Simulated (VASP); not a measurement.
Here is a VASP 6.6.1 calculation.

File INCAR:

```
SYSTEM = Ca
PREC     = Accurate       ! precision mode
ENCUT    = 520            ! plane-wave cutoff, eV
EDIFF    = 1E-6           ! SCF threshold, eV
ISMEAR   = 0              ! smearing method
SIGMA    = 0.1            ! smearing width, eV
LREAL    = .FALSE.        ! projectors in reciprocal space
LASPH    = .TRUE.         ! aspherical terms in the spheres
NELM     = 100            ! most SCF steps
ALGO     = Fast           ! electronic algorithm
ISIF     = 2              ! what is computed and relaxed
LWAVE    = .FALSE.        ! write WAVECAR
LCHARG   = .FALSE.        ! write CHGCAR
GGA      = CA             ! functional
NBANDS   = 11             ! bands
```

Contents of KPOINTS:

```
regular mesh
0
G
  14 14 14
  0 0 0
```

POSCAR

```
Ca
1.0
    0.0000000000      2.6688037178      2.6688037178
    2.6688037178      0.0000000000      2.6688037178
    2.6688037178      2.6688037178      0.0000000000
Ca
1
Direct
    0.0000000000      0.0000000000      0.0000000000
```

Potentials or basis: VASP PAW LDA potentials, release 64 (Ca_sv).

Run with:

```console
$ cat potpaw_LDA.64/Ca_sv/POTCAR > POTCAR
$ mpirun -np 1 vasp_std > vasp.out
```

**Question.** Estimate the band gap on the k mesh.

**Answer.** Zero (bands 5 and 6 overlap by 0.10 eV).

**Question.** Predict the pressure.

**Answer.** 0.0 GPa.
